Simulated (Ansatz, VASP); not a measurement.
**Al in VASP and in Ansatz**

```
CELL_PARAMETERS angstrom
2.81993 0.00000 0.00000
-1.40996 2.44213 0.00000
0.00000 0.00000 4.63696
ATOMIC_POSITIONS crystal
Al 0.33333 0.66667 0.25000
Al 0.66667 0.33333 0.75000
```

Alike in both runs: functional r2SCAN; k mesh 12 × 12 × 6; occupations gaussian, width 0.1 eV; no spin polarisation.

Ansatz relaxed the structure, and its values are those at the end. VASP's run is a single point on that final structure, the one shown.

|  | VASP | Ansatz |
| --- | --- | --- |
| version | VASP 6.6.1 | Ansatz 0.2.0 |
| potentials or method | VASP PAW PBE potentials, release 64 (Al), cutoff 520 eV | scalar-relativistic, plane waves, PAW |
| valence electrons in the cell | 6 | 6 |

|  | VASP | Ansatz | Ansatz less VASP |
| --- | --- | --- | --- |
| gap on the k mesh at the Fermi level (eV) | none | none | - |
| pressure (GPa) | -0.3 | 0.0 | +0.33 |

VASP's potentials were made for PBE, not for r2SCAN. A gap of «none» marks a metal or a gap that the smearing closes.
